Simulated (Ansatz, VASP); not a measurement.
# One calculation of CO2, two programs

```
C O
1.0
     3.51610    0.00000    0.00000
     0.00000    3.51610    0.00000
     0.00000    0.00000    4.10430
C O
2 4
Direct
  0.00000 0.00000 0.00000
  0.50000 0.50000 0.50000
  0.23000 0.23000 0.00000
  0.27000 0.73000 0.50000
  0.77000 0.77000 0.00000
  0.73000 0.27000 0.50000
```

Alike in both runs: task single point; functional LDA; k mesh 6 × 6 × 4; no spin polarisation.

|  | VASP | Ansatz |
| --- | --- | --- |
| version | VASP 6.6.1 | Ansatz 0.2.0 |
| potentials or method | VASP PAW LDA potentials, release 64 (C, O), cutoff 520 eV | plane waves, PAW |
| occupations | gaussian, width 0.01 eV | fixed |
| valence electrons in the cell | 32 | 32 |

VASP gave:

* gap on the k mesh at the Fermi level (eV): 5.71

Task: What did Ansatz give for the same quantities?

Result: gap on the k mesh at the Fermi level (eV): 5.72.

LDA's correlation is that of Perdew and Zunger in VASP and of Perdew and Wang (1992) in Ansatz.

Noted on VASP's run: the standard files for N, O and F lose accuracy on very short bonds.
